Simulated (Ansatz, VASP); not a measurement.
**One calculation of HfO2, two programs**

File INCAR:

```
ALGO = Normal ; EDIFF = 1E-7
ENCUT = 520 ; GGA = PE
ISIF = 2 ; ISMEAR = 0
LASPH = T ; LCHARG = F
LREAL = F ; LWAVE = F
NBANDS = 56 ; NELM = 60
PREC = Accurate ; SIGMA = 0.05
```

File KPOINTS:

```
k-points
0
Gamma
  6 6 2
```

The input POSCAR:

```
HfO2
1.0
   -3.6043047991      0.0000000000      0.0000000000
    0.0000000000     -3.6043047991      0.0000000000
   -1.0812914397      0.0000000000     10.5279346079
Hf O
4 8
Direct
    0.4394900000      0.5000000000      0.2017000000
    0.2894900000      0.5000000000      0.7017000000
    0.8644900000      1.0000000000      0.4517000000
    0.7144900000      1.0000000000      0.9517000000
   -0.0894978140      0.5000000000      0.2983260466
   -0.2394978140      0.5000000000      0.7983260466
    0.3934778140      0.0000000000      0.3550739534
    0.2434778140      0.0000000000      0.8550739534
    0.4684778140      0.0000000000      0.1050739534
    0.3184778140      0.0000000000      0.6050739534
   -0.0144978140      0.5000000000      0.0483260466
   -0.1644978140      0.5000000000      0.5483260466
```

Input for Ansatz:

```yaml
crystal:
  lattice:
    - [-3.6043047991, 0.0, 0.0]
    - [0.0, -3.6043047991, 0.0]
    - [-1.0812914397, 0.0, 10.5279346079]
  atoms:
    - { symbol: Hf, position: [0.43949, 0.5, 0.2017] }
    - { symbol: Hf, position: [0.28949, 0.5, 0.7017] }
    - { symbol: Hf, position: [0.86449, 1.0, 0.4517] }
    - { symbol: Hf, position: [0.71449, 1.0, 0.9517] }
    - { symbol: O, position: [-0.089497814, 0.5, 0.2983260466] }
    - { symbol: O, position: [-0.239497814, 0.5, 0.7983260466] }
    - { symbol: O, position: [0.393477814, 0.0, 0.3550739534] }
    - { symbol: O, position: [0.243477814, 0.0, 0.8550739534] }
    - { symbol: O, position: [0.468477814, 0.0, 0.1050739534] }
    - { symbol: O, position: [0.318477814, 0.0, 0.6050739534] }
    - { symbol: O, position: [-0.014497814, 0.5, 0.0483260466] }
    - { symbol: O, position: [-0.164497814, 0.5, 0.5483260466] }
basis:
  ecutwfc: 420
kpoints:
  mp_grid: { grid: [6, 6, 2] }
hamiltonian:
  xc: pbe
scf:
  occupations: { method: gaussian, width: 0.05 }
output:
  forces: true
  stress: true
  eigenvalues: true
```

Alike in both runs: task single point; functional PBE; k mesh 6 × 6 × 2; occupations gaussian, width 0.05 eV; no spin polarisation.

|  | VASP | Ansatz |
| --- | --- | --- |
| version | VASP 6.6.1 | Ansatz 0.2.0 |
| potentials or method | VASP PAW PBE potentials, release 64 (Hf_pv, O), cutoff 520 eV | scalar-relativistic, plane waves, PAW |
| valence electrons in the cell | 88 | 152 |

```csv
,VASP,Ansatz,Ansatz less VASP
gap on the k mesh at the Fermi level (eV),3.40,3.43,+0.031
least direct gap on the mesh (eV),3.43,3.46,+0.029
pressure (GPa),1.8,4.8,+2.99
"traceless stress, the component that is largest in VASP (GPa)",9.02,9.06,+0.045
rms of the force components (eV/Å),2.004,2.007,+0.0033
```

Atom by atom the forces differ by 0.026 eV/Å (rms over components). VASP's potentials hold 88 valence electrons a cell and Ansatz's 152, so a difference there can come from the potentials and not from the codes.

Spin-orbit coupling is off throughout.
